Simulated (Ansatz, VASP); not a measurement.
## Zr: VASP beside Ansatz

```
CELL_PARAMETERS angstrom
-1.79479 1.79479 1.79479
1.79479 -1.79479 1.79479
1.79479 1.79479 -1.79479
ATOMIC_POSITIONS crystal
Zr 0.00000 0.00000 0.00000
```

Change from the starting cell: volume scaled by 0.975.

Alike in both runs: task single point; functional PBEsol; k mesh 14 × 14 × 14; occupations fermi-dirac, width 0.08 eV; no spin polarisation.

|  | VASP | Ansatz |
| --- | --- | --- |
| version | VASP 6.6.1 | Ansatz 0.2.0 |
| potentials or method | VASP PAW PBE potentials, release 64 (Zr_sv), cutoff 520 eV | all-electron LAPW, scalar-relativistic |

|  | VASP | Ansatz | Ansatz less VASP |
| --- | --- | --- | --- |
| pressure (GPa) | -4.8 | -4.8 | -0.04 |

VASP's potentials were made for PBE, not for PBEsol. Ansatz ran all-electron here, and VASP with PAW potentials.
